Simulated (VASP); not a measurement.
# CuO (Fm-3m) in VASP: further runs

Runs on CuO. Level: PBE+U. Tasks: single point.

Program: VASP 6.6.1. These are calculated values, not measurements. Logs are shortened: lines on timing, memory, paths and dates and some standing lists are left out, and cuts for length are marked.

## (1) The cell of the first run

It takes space group Fm-3m (No. 225, cubic). The conventional cell has a = 4.255 Å, b = 4.255 Å, c = 4.255 Å, α = 90.00°, β = 90.00°, γ = 90.00°. Within 2.8 Å of Cu (site symmetry m-3m) lie 6 O at 2.13 Å. O (site symmetry m-3m) has 6 Cu at 2.13 Å within 2.8 Å.

## (2) Single point, PBE+U, collinear spin

File POSCAR:

```
CuO
1.0
    4.2546748700      2.1273374400      2.1273374400
    2.1273374400      4.2546748700      2.1273374400
    2.1273374400      2.1273374400      4.2546748700
Cu O
2 2
Direct
    0.0000000000      0.0000000000      0.0000000000
    0.5000000000      0.5000000000      0.5000000000
    0.2500000000      0.2500000000      0.2500000000
    0.7500000000      0.7500000000      0.7500000000
```

File INCAR.step1:

```
PREC     = Accurate       # precision mode
ENCUT    = 520            # plane-wave cutoff, eV
EDIFF    = 1E-6           # SCF threshold, eV
ISMEAR   = -1             # smearing method
SIGMA    = 0.1            # smearing width, eV
LREAL    = False          # projectors in reciprocal space
LASPH    = True           # aspherical terms in the spheres
NELM     = 200            # most SCF steps
ALGO     = Normal         # electronic algorithm
ISIF     = 2              # what is computed and relaxed
LWAVE    = False          # write WAVECAR
LCHARG   = True           # write CHGCAR
ISPIN    = 2              # spin polarisation
MAGMOM   = 1 1 0 0        # initial moments
LMAXMIX  = 4              # l up to which the mixer works
LDAU     = True           # DFT+U
LDAUTYPE = 2            
LDAUL    = 2 -1           # shell
LDAUU    = 3.83 0         # U, eV
LDAUJ    = 0 0          
LDAUPRINT= 1            
GGA      = PE             # functional
NBANDS   = 29             # bands
GGA_COMPAT= False        
NEDOS    = 2001           # points of the DOS
LORBIT   = 11             # projections on sites
```

File KPOINTS.step1:

```
Automatic mesh
0
Gamma
  7 7 7
```

File INCAR.step2:

```
PREC     = Accurate       # precision mode
ENCUT    = 520            # plane-wave cutoff, eV
EDIFF    = 1E-6           # SCF threshold, eV
ISMEAR   = -5             # smearing method
SIGMA    = 0.1            # smearing width, eV
LREAL    = False          # projectors in reciprocal space
LASPH    = True           # aspherical terms in the spheres
NELM     = 200            # most SCF steps
ALGO     = Normal         # electronic algorithm
ISIF     = 2              # what is computed and relaxed
LWAVE    = False          # write WAVECAR
LCHARG   = False          # write CHGCAR
ISPIN    = 2              # spin polarisation
MAGMOM   = 1 1 0 0        # initial moments
LORBIT   = 10             # projections on sites
LMAXMIX  = 4              # l up to which the mixer works
LDAU     = True           # DFT+U
LDAUTYPE = 2            
LDAUL    = 2 -1           # shell
LDAUU    = 3.83 0         # U, eV
LDAUJ    = 0 0          
LDAUPRINT= 1            
GGA      = PE             # functional
NEDOS    = 1001           # points of the DOS
ICHARG   = 11             # starting density
GGA_COMPAT= False
```

File KPOINTS.step2:

```
Automatic mesh
0
Gamma
  11 11 11
```

Potentials or basis: VASP PAW PBE potentials, release 64 (Cu, O).

The run is started by

```sh
cat potpaw_PBE.64/Cu/POTCAR potpaw_PBE.64/O/POTCAR > POTCAR
cp INCAR.step1 INCAR
cp KPOINTS.step1 KPOINTS
mpirun -np 1 vasp_std > vasp.out
cp INCAR.step2 INCAR
cp KPOINTS.step2 KPOINTS
mpirun -np 1 vasp_std > vasp.out
```

OUTCAR:

```text
PREC = Accurate
   ENCUT = 520
   EDIFF = 1E-6
   ISMEAR = -5
   LREAL = False
   LASPH = True
   NELM = 200
   ISIF = 2
   ISPIN = 2
   LORBIT = 10
   GGA = PE
   ICHARG = 11

 ion  position               nearest neighbor table
   1  0.000  0.000  0.000-   4 2.13   4 2.13   4 2.13   3 2.13   3 2.13   3 2.13
   2  0.500  0.500  0.500-   3 2.13   3 2.13   3 2.13   4 2.13   4 2.13   4 2.13
   3  0.250  0.250  0.250-   1 2.13   1 2.13   1 2.13   2 2.13   2 2.13   2 2.13
   4  0.750  0.750  0.750-   2 2.13   2 2.13   2 2.13   1 2.13   1 2.13   1 2.13

  LATTYP: Found a trigonal (rhomboedric) cell.
 ALAT       =     5.2108912306
 COS(alpha) =     0.8333333344

  Lattice vectors:

 A1 = (   4.2546748700,   2.1273374400,   2.1273374400)
 A2 = (   2.1273374400,   4.2546748700,   2.1273374400)
 A3 = (   2.1273374400,   2.1273374400,   4.2546748700)

Analysis of symmetry for initial positions (statically):
=====================================================================
 Subroutine PRICEL returns following result:

  LATTYP: Found a face centered cubic cell.
 ALAT       =     4.2546748600
[... 12 lines left out ...]
 Subroutine GETGRP returns: Found 12 space group operations
 (whereof 12 operations were pure point group operations)
 out of a pool of 12 trial point group operations.

The static configuration has the point symmetry D_3d.

Analysis of symmetry for dynamics (positions and initial velocities):
=====================================================================
 Subroutine PRICEL returns following result:

  LATTYP: Found a face centered cubic cell.
 ALAT       =     4.2546748600
[... 12 lines left out ...]
 Subroutine GETGRP returns: Found 12 space group operations
 (whereof 12 operations were pure point group operations)
 out of a pool of 12 trial point group operations.

The dynamic configuration has the point symmetry D_3d.

Analysis of structural, dynamic, and magnetic symmetry:
=====================================================================
 Subroutine PRICEL returns following result:

  LATTYP: Found a face centered cubic cell.
 ALAT       =     4.2546748600
[... 12 lines left out ...]
 Subroutine GETGRP returns: Found 12 space group operations
 (whereof 12 operations were pure point group operations)
 out of a pool of 12 trial point group operations.

The overall configuration has the point symmetry D_3d.

 Subroutine INISYM returns: Found 12 space group operations
 (whereof 12 operations are pure point group operations),
 and found     2 'primitive' translations

----------------------------------------------------------------------------------------

                                     Primitive cell

  volume of cell :      19.2548

  direct lattice vectors                    reciprocal lattice vectors
     0.000000000 -2.127337430  2.127337430     0.235035586 -0.235035587  0.235035586
    -2.127337430  0.000000000  2.127337430    -0.235035587  0.235035586  0.235035586
    -2.127337435 -2.127337435 -0.000000005    -0.235035585 -0.235035585 -0.235035585

  length of vectors
     3.008509445  3.008509445  3.008509452     0.407093577  0.407093577  0.407093576

  position of ions in fractional coordinates (direct lattice)
     0.000000000  0.000000000  0.000000000
     0.500000000  0.500000000  0.500000000
[... 137 lines left out ...]
 -0.0000 -0.0000 -0.0000  0.9658 -0.0000
 -0.0000  0.0000 -0.0000 -0.0000  0.7266

 occupancies and eigenvectors

  o =  0.7266  v =  0.0000  0.0000  0.0000  0.0000  0.0000 -0.0000 -0.0000  0.0000  0.0000  1.0000      0.0000  0.0000  0.0000  0.0000  0.0000  0.0000  0.0000  0.0000  0.0000  0.0000
  o =  0.7266  v =  0.0000  0.0000  0.0000  0.0000  0.0000  0.0000 -0.0000 -1.0000 -0.0000  0.0000      0.0000  0.0000  0.0000  0.0000  0.0000  0.0000  0.0000  0.0000  0.0000  0.0000
  o =  0.9657  v =  0.0000  0.0000  0.0000  0.0000  0.0000  0.5773  0.5774 -0.0000  0.5774 -0.0000      0.0000  0.0000  0.0000  0.0000  0.0000  0.0000  0.0000  0.0000  0.0000  0.0000
  o =  0.9659  v =  0.0000  0.0000  0.0000  0.0000  0.0000  0.0000  0.7071  0.0000 -0.7071  0.0000      0.0000  0.0000  0.0000  0.0000  0.0000  0.0000  0.0000  0.0000  0.0000  0.0000
  o =  0.9659  v =  0.0000  0.0000  0.0000  0.0000  0.0000 -0.8165  0.4082 -0.0000  0.4082  0.0000      0.0000  0.0000  0.0000  0.0000  0.0000  0.0000  0.0000  0.0000  0.0000  0.0000
  o =  0.9696  v =  0.0000  0.7071 -0.0000 -0.7071 -0.0004  0.0000  0.0000  0.0000  0.0000  0.0000      0.0000  0.0000  0.0000  0.0000  0.0000  0.0000  0.0000  0.0000  0.0000  0.0000
  o =  0.9696  v =  0.8165 -0.4083 -0.0004 -0.4083  0.0000  0.0000  0.0000  0.0000  0.0000  0.0000      0.0000  0.0000  0.0000  0.0000  0.0000  0.0000  0.0000  0.0000  0.0000  0.0000
  o =  0.9697  v = -0.5774 -0.5773  0.0000 -0.5773  0.0000  0.0000  0.0000  0.0000  0.0000  0.0000      0.0000  0.0000  0.0000  0.0000  0.0000  0.0000  0.0000  0.0000  0.0000  0.0000
  o =  0.9903  v =  0.0000  0.0003 -0.0000 -0.0003  1.0000  0.0000  0.0000  0.0000  0.0000  0.0000      0.0000  0.0000  0.0000  0.0000  0.0000  0.0000  0.0000  0.0000  0.0000  0.0000
  o =  0.9903  v = -0.0003  0.0002 -1.0000  0.0002 -0.0000  0.0000  0.0000  0.0000  0.0000  0.0000      0.0000  0.0000  0.0000  0.0000  0.0000  0.0000  0.0000  0.0000  0.0000  0.0000

atom =   2  type =  1  l = 2

 onsite density matrix

spin component  1

  0.9697  0.0000  0.0000  0.0000  0.0000
  0.0000  0.9697 -0.0000  0.0000  0.0000
  0.0000 -0.0000  0.9903 -0.0000 -0.0000
  0.0000  0.0000 -0.0000  0.9697 -0.0000
  0.0000  0.0000 -0.0000 -0.0000  0.9903

spin component  2

  0.9658 -0.0000  0.0000 -0.0000 -0.0000
 -0.0000  0.9658 -0.0000 -0.0000  0.0000
  0.0000 -0.0000  0.7266 -0.0000 -0.0000
 -0.0000 -0.0000 -0.0000  0.9658 -0.0000
 -0.0000  0.0000 -0.0000 -0.0000  0.7266

 occupancies and eigenvectors

  o =  0.7266  v =  0.0000  0.0000  0.0000  0.0000  0.0000 -0.0000 -0.0000  0.0000  0.0000  1.0000      0.0000  0.0000  0.0000  0.0000  0.0000  0.0000  0.0000  0.0000  0.0000  0.0000
  o =  0.7266  v =  0.0000  0.0000  0.0000  0.0000  0.0000  0.0000 -0.0000 -1.0000 -0.0000  0.0000      0.0000  0.0000  0.0000  0.0000  0.0000  0.0000  0.0000  0.0000  0.0000  0.0000
  o =  0.9657  v =  0.0000  0.0000  0.0000  0.0000  0.0000  0.5773  0.5774 -0.0000  0.5774 -0.0000      0.0000  0.0000  0.0000  0.0000  0.0000  0.0000  0.0000  0.0000  0.0000  0.0000
  o =  0.9659  v =  0.0000  0.0000  0.0000  0.0000  0.0000  0.0000  0.7071  0.0000 -0.7071  0.0000      0.0000  0.0000  0.0000  0.0000  0.0000  0.0000  0.0000  0.0000  0.0000  0.0000
  o =  0.9659  v =  0.0000  0.0000  0.0000  0.0000  0.0000 -0.8165  0.4082 -0.0000  0.4082  0.0000      0.0000  0.0000  0.0000  0.0000  0.0000  0.0000  0.0000  0.0000  0.0000  0.0000
  o =  0.9696  v =  0.0000  0.7071 -0.0000 -0.7071 -0.0004  0.0000  0.0000  0.0000  0.0000  0.0000      0.0000  0.0000  0.0000  0.0000  0.0000  0.0000  0.0000  0.0000  0.0000  0.0000
  o =  0.9696  v =  0.8165 -0.4083 -0.0004 -0.4083  0.0000  0.0000  0.0000  0.0000  0.0000  0.0000      0.0000  0.0000  0.0000  0.0000  0.0000  0.0000  0.0000  0.0000  0.0000  0.0000
  o =  0.9697  v = -0.5774 -0.5773  0.0000 -0.5773  0.0000  0.0000  0.0000  0.0000  0.0000  0.0000      0.0000  0.0000  0.0000  0.0000  0.0000  0.0000  0.0000  0.0000  0.0000  0.0000
  o =  0.9903  v =  0.0000  0.0003 -0.0000 -0.0003  1.0000  0.0000  0.0000  0.0000  0.0000  0.0000      0.0000  0.0000  0.0000  0.0000  0.0000  0.0000  0.0000  0.0000  0.0000  0.0000
  o =  0.9903  v = -0.0003  0.0002 -1.0000  0.0002 -0.0000  0.0000  0.0000  0.0000  0.0000  0.0000      0.0000  0.0000  0.0000  0.0000  0.0000  0.0000  0.0000  0.0000  0.0000  0.0000

 number of electron      34.0000007 magnetization       1.8229543

 Free energy of the ion-electron system (eV)
  ---------------------------------------------------
  ext. energy  EPLUGINS =         0.00000000
  ---------------------------------------------------
  free energy    TOTEN  =       -16.48229726 eV

  energy without entropy =      -16.48229726  energy(sigma->0) =      -16.48229726

 E-fermi :   5.4650     XC(G=0): -12.2916

 val. band max:        5.5452224387   @ k =   0.0000   0.0000   0.0000
 cond. band min:       5.2683094156   @ k =  -0.4545  -0.4545   0.2727
 fundamental gap:     -0.2769130230
 Fermi energy:         5.4650195309

 spin component 1

 k-point     1 :       0.0000    0.0000    0.0000
  band No.  band energies     occupation
      1     -13.6997      1.00000
      2     -12.4983      1.00000
      3      -1.7110      1.00000
      4      -0.0026      1.00000
      5      -0.0026      1.00000
      6       1.8834      1.00000
[... 1193 lines left out ...]
     21      15.4708      0.00000
     22      16.9047      0.00000

 [... further k-points ...]

------------------------ aborting loop because EDIFF is reached ----------------------------------------

  FORCE on cell =-STRESS in cart. coord.  units (eV):
  Direction    XX          YY          ZZ          XY          YZ          ZX
  --------------------------------------------------------------------------------------
  -------------------------------------------------------------------------------------
  Total       -1.8052472     -1.8052472     -1.8052472      0.0175120      0.0175120      0.0175120
  in kB      -75.1066035    -75.1066035    -75.1066035      0.7285789      0.7285789      0.7285789
  external PRESSURE =     -75.1066035 kB  Pullay stress =       0.0000000 kB

 VOLUME and BASIS-vectors are now :
 -----------------------------------------------------------------------------
  energy-cutoff  :      520.00
  volume of cell :       38.51
      direct lattice vectors                 reciprocal lattice vectors
     4.254674870  2.127337440  2.127337440     0.352553379 -0.117517793 -0.117517793
     2.127337440  4.254674870  2.127337440    -0.117517793  0.352553379 -0.117517793
     2.127337440  2.127337440  4.254674870    -0.117517793 -0.117517793  0.352553379

 POSITION                                       TOTAL-FORCE (eV/Angst)
 -----------------------------------------------------------------------------------
      0.00000      0.00000      0.00000         0.000000      0.000000     -0.000000
      4.25467      4.25467      4.25467         0.000000     -0.000000     -0.000000
      2.12734      2.12734      2.12734         0.000000      0.000000      0.000000
      6.38201      6.38201      6.38201        -0.000000     -0.000000      0.000000
 -----------------------------------------------------------------------------------
    total drift:                                0.000000     -0.000000     -0.000000

  FREE ENERGIE OF THE ION-ELECTRON SYSTEM (eV)
  ---------------------------------------------------
  free  energy   TOTEN  =       -16.4822972584 eV

  energy  without entropy=      -16.4822972584  energy(sigma->0) =      -16.48229726

 total charge

# of ion       s       p       d       tot
------------------------------------------
    1        0.296   0.306   9.212   9.813
    2        0.296   0.306   9.212   9.813
    3        1.573   3.360   0.000   4.933
    4        1.573   3.360   0.000   4.933
--------------------------------------------------
tot          3.738   7.331  18.423  29.492

 magnetization (x)

# of ion       s       p       d       tot
------------------------------------------
    1       -0.005   0.004   0.578   0.577
    2       -0.005   0.004   0.578   0.577
    3        0.008   0.358   0.000   0.366
    4        0.008   0.358   0.000   0.366
--------------------------------------------------
tot          0.007   0.723   1.155   1.886
```

It took 16 min on 1 thread of AMD EPYC 7R13, shared host; peak memory 0.37 GiB.

Results:

| Property | Result |
| --- | --- |
| Net moment | 1.82 μB per cell |
| Site moments | Cu +0.58; O +0.37 μB |
| Valence electrons inside the program's atomic spheres | Cu 9.81; O 4.93 |

Levels at points of the mesh, in eV from the Fermi level:
Spin up:
```tsv
k point	band 16	band 17	band 18	band 19	band 20	band 21
(0.00, 0.00, 0.00)	-2.10	0.08	0.08	1.84	6.26	9.82
```
Spin down:
```
           k point  band 13  band 14  band 15  band 16  band 17  band 18  band 19  band 20
(0.00, 0.00, 0.00)    -1.66    -1.48    -1.48    -1.47     1.42     1.42     2.06     6.35
```

Eigenvalues of the final occupation matrices:
```
    site  spin  trace               eigenvalues
site 1 d     1   4.89  0.97 0.97 0.97 0.99 0.99
site 1 d     2   4.35  0.73 0.73 0.97 0.97 0.97
site 2 d     1   4.89  0.97 0.97 0.97 0.99 0.99
site 2 d     2   4.35  0.73 0.73 0.97 0.97 0.97
```

Caveat: tetrahedron occupations give inexact forces and stress in metals.

## (3) Single point, PBE+U, collinear spin

POSCAR is that of step 2.

File INCAR.step1:

```
PREC = Accurate
ENCUT = 520
EDIFF = 1E-6
ISMEAR = -1
SIGMA = 0.1
LREAL = F
LASPH = T
NELM = 200
ALGO = Normal
ISIF = 2
LWAVE = F
LCHARG = T
ISPIN = 2
MAGMOM = 1 -1 0 0
LMAXMIX = 4
LDAU = T
LDAUTYPE = 2
LDAUL = 2 -1
LDAUU = 3.83 0
LDAUJ = 0 0
LDAUPRINT = 1
GGA = PE
NBANDS = 29
GGA_COMPAT = F
NEDOS = 2001
LORBIT = 11
```

KPOINTS.step1 is that of step 2.

File INCAR.step2:

```
PREC = Accurate
ENCUT = 520
EDIFF = 1E-6
ISMEAR = -5
SIGMA = 0.1
LREAL = F
LASPH = T
NELM = 200
ALGO = Normal
ISIF = 2
LWAVE = F
LCHARG = F
ISPIN = 2
MAGMOM = 1 -1 0 0
LORBIT = 11
LMAXMIX = 4
LDAU = T
LDAUTYPE = 2
LDAUL = 2 -1
LDAUU = 3.83 0
LDAUJ = 0 0
LDAUPRINT = 1
GGA = PE
NEDOS = 2001
ICHARG = 11
GGA_COMPAT = F
```

KPOINTS.step2 is that of step 2.

Potentials or basis: VASP PAW PBE potentials, release 64 (Cu, O).

The run is started by

```sh
cat potpaw_PBE.64/Cu/POTCAR potpaw_PBE.64/O/POTCAR > POTCAR
cp INCAR.step1 INCAR
cp KPOINTS.step1 KPOINTS
mpirun -np 1 vasp_std > vasp.out
cp INCAR.step2 INCAR
cp KPOINTS.step2 KPOINTS
mpirun -np 1 vasp_std > vasp.out
```

Wall time 22 min (1 thread of AMD EPYC 7R13, shared host); peak memory 0.36 GiB.

The run converged. Its results:

```yaml
Net_moment: 0.00 μB per cell
Valence_electrons_inside_the_program's_atomic_spheres: Cu 9.86; O 4.90
```

Levels at points of the mesh, in eV from the Fermi level:
Spin up:
| k point | band 13 | band 14 | band 15 | band 16 | band 17 | band 18 | band 19 | band 20 | band 21 |
| --- | --- | --- | --- | --- | --- | --- | --- | --- | --- |
| (0.00, 0.00, 0.00) | -1.96 | -1.96 | -1.96 | -1.90 | 0.71 | 0.71 | 1.92 | 6.29 | 9.96 |
Spin down:
```csv
k point,band 14,band 15,band 16,band 17,band 18,band 19,band 20,band 21
"(0.00, 0.00, 0.00)",-1.96,-1.96,-1.90,0.71,0.71,1.92,6.29,9.96
```

Eigenvalues of the final occupation matrices:
| site | spin | trace | eigenvalues |
| --- | --- | --- | --- |
| site 1 d | 1 | 4.65 | 0.87 0.87 0.97 0.97 0.97 |
| site 1 d | 2 | 4.63 | 0.87 0.87 0.97 0.97 0.97 |
| site 2 d | 1 | 4.63 | 0.87 0.87 0.97 0.97 0.97 |
| site 2 d | 2 | 4.65 | 0.87 0.87 0.97 0.97 0.97 |

Caveat: tetrahedron occupations give inexact forces and stress in metals.
